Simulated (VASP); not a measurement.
Input of a VASP 6.6.1 run:

File INCAR:

```
PREC = Accurate
ENCUT = 600
EDIFF = 1E-6
ISMEAR = 0
SIGMA = 0.01
LREAL = False
LASPH = True
NELM = 120
ALGO = Normal
ISIF = 2
LWAVE = False
LCHARG = False
GGA = CA
NBANDS = 11
GGA_COMPAT = False
```

KPOINTS

```
Automatic mesh
0
Gamma
  4 4 4
```

File POSCAR:

```
BeS
1.0
    0.0000000000      2.3172971969      2.3172971969
    2.3172971969      0.0000000000      2.3172971969
    2.3172971969      2.3172971969      0.0000000000
Be S
1 1
Direct
    0.0000000000      0.0000000000      0.0000000000
    0.5000000000      0.5000000000      0.5000000000
```

Potentials or basis: VASP PAW LDA potentials, release 64 (Be, S).

Command:

```console
$ cat potpaw_LDA.64/Be/POTCAR potpaw_LDA.64/S/POTCAR > POTCAR
$ mpirun -np 1 vasp_std > vasp.out
```

(1) Predict the band gap on the k mesh.

(2) What does it give for the pressure?

Answers

(1) 1.23 eV, indirect (least direct gap 4.13 eV).

(2) -4.0 GPa.

Caveat: the k points lie up to 0.59 Å⁻¹ apart.
